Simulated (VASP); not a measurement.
Write the native input for VASP 6.6.1 that does the following.

| Item | Value |
| --- | --- |
| Task | single point |
| Functional | PBEsol |
| Potentials or basis | VASP PAW PBE potentials, release 64 (Ti_sv, O) |
| Cutoff | 520 eV |
| k mesh | 18 × 18 × 16 |
| Occupations | gaussian, width 0.15 eV |
| Spin | no spin polarisation |
| Dipole correction | no |
| Further INCAR settings | ALGO = Normal; EDIFF = 1e-06; NBANDS = 16 |

The structure of TiO lies in POSCAR:

```
TiO
1.0
    2.6956000000      0.0000000000      0.0000000000
   -1.3478000000      2.3344580784      0.0000000000
    0.0000000000      0.0000000000      2.5703000000
Ti O
1 1
Direct
    0.6666666667      0.3333333333      0.0000000000
    0.0000000000      0.0000000000      0.5000000000
```

The input as run:

INCAR

```
SYSTEM = TiO
PREC = Accurate ; ENCUT = 520
EDIFF = 1E-6 ; ISMEAR = 0
SIGMA = 0.15 ; LREAL = .False.
LASPH = .True. ; NELM = 80
ALGO = Normal ; ISIF = 2
LWAVE = .False. ; LCHARG = .False.
GGA = PS ; NBANDS = 16
```

KPOINTS

```
Automatic mesh
0
Gamma
  18 18 16
  0 0 0
```

Potentials or basis: VASP PAW PBE potentials, release 64 (Ti_sv, O).

Run with:

```sh
$ cat potpaw_PBE.64/Ti_sv/POTCAR potpaw_PBE.64/O/POTCAR > POTCAR
$ mpirun -np 1 vasp_std > vasp.out
```

Results of the run:

The pressure is 58.0 GPa and the band gap on the k mesh is zero (bands 9 and 10 overlap by 0.19 eV).

Caveat: the cell stands under pressure; the PAW data sets were made with another functional, which shifts forces and pressure a little; semilocal functionals often make such compounds metallic where correlation or magnetic order opens a gap, which also shifts bond lengths.

It took 98 s on 1 thread of Intel Xeon 8259CL (shared host), peak memory 0.2 GiB.
